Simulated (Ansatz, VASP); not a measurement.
## AlNi: VASP beside Ansatz

Contents of INCAR:

```
SYSTEM = AlNi
PREC     = Accurate       ! precision mode
ENCUT    = 600            ! plane-wave cutoff, eV
EDIFF    = 1E-7           ! SCF threshold, eV
ISMEAR   = 0              ! smearing method
SIGMA    = 0.1            ! smearing width, eV
LREAL    = .FALSE.        ! projectors in reciprocal space
LASPH    = .TRUE.         ! aspherical terms in the spheres
NELM     = 120            ! most SCF steps
ALGO     = Normal         ! electronic algorithm
ISIF     = 3              ! what is computed and relaxed
LWAVE    = .FALSE.        ! write WAVECAR
LCHARG   = .FALSE.        ! write CHGCAR
GGA      = PE             ! functional
IBRION   = 2              ! ionic algorithm
NSW      = 90             ! ionic steps
EDIFFG   = -0.04          ! ionic threshold
GGA_COMPAT= .FALSE.      
NELMIN   = 4
```

KPOINTS

```
Automatic mesh
0
G
  6 6 6
  0 0 0
```

POSCAR

```
AlNi
1.0
    0.0000000000      2.3127756267      2.3127756267
    2.3127756267      0.0000000000      2.3127756267
    2.3127756267      2.3127756267      0.0000000000
Al Ni
1 1
Direct
    0.0000000000      0.0000000000      0.0000000000
    0.7500000000      0.7500000000      0.7500000000
```

Input for Ansatz:

```yaml
crystal:
  lattice:
    - [0.0, 2.3127756267, 2.3127756267]
    - [2.3127756267, 0.0, 2.3127756267]
    - [2.3127756267, 2.3127756267, 0.0]
  atoms:
    - { symbol: Al, position: [0.0, 0.0, 0.0] }
    - { symbol: Ni, position: [0.75, 0.75, 0.75] }
basis:
  ecutwfc: 420
kpoints:
  mp_grid: { grid: [6, 6, 6] }
hamiltonian:
  xc: pbe
scf:
  occupations: { method: gaussian, width: 0.1 }
  lower_state_search: "off"
output:
  forces: true
  stress: true
  eigenvalues: true
relax:
  adjacent_minimum: "off"
  f_tol: 0.04
  max_steps: 70
  cell: { stress_tol: 0.4 }
```

Alike in both runs: task relaxation of cell and atoms; functional PBE; k mesh 6 × 6 × 6; occupations gaussian, width 0.1 eV; no spin polarisation.

|  | VASP | Ansatz |
| --- | --- | --- |
| version | VASP 6.6.1 | Ansatz 0.2.0 |
| potentials or method | VASP PAW PBE potentials, release 64 (Al, Ni), cutoff 600 eV | scalar-relativistic, plane waves, PAW |
| valence electrons in the cell | 13 | 21 |

```tsv
	VASP	Ansatz	Ansatz less VASP
gap on the k mesh at the Fermi level, each at its own relaxed structure (eV)	none	none	-
relaxed volume (Å³/atom)	19.33	19.27	-0.063
relaxed cell length with the largest relative difference (Å)	3.795	3.791	-0.0041
```

A gap of «none» marks a metal or a gap that the smearing closes. VASP's potentials hold 13 valence electrons a cell and Ansatz's 21, so a difference there can come from the potentials and not from the codes.

The k mesh is coarse, so the values compare programs but aren't converged. Noted on VASP's run: the volume moved by over 15 % at a fixed basis, so the end points are rough.
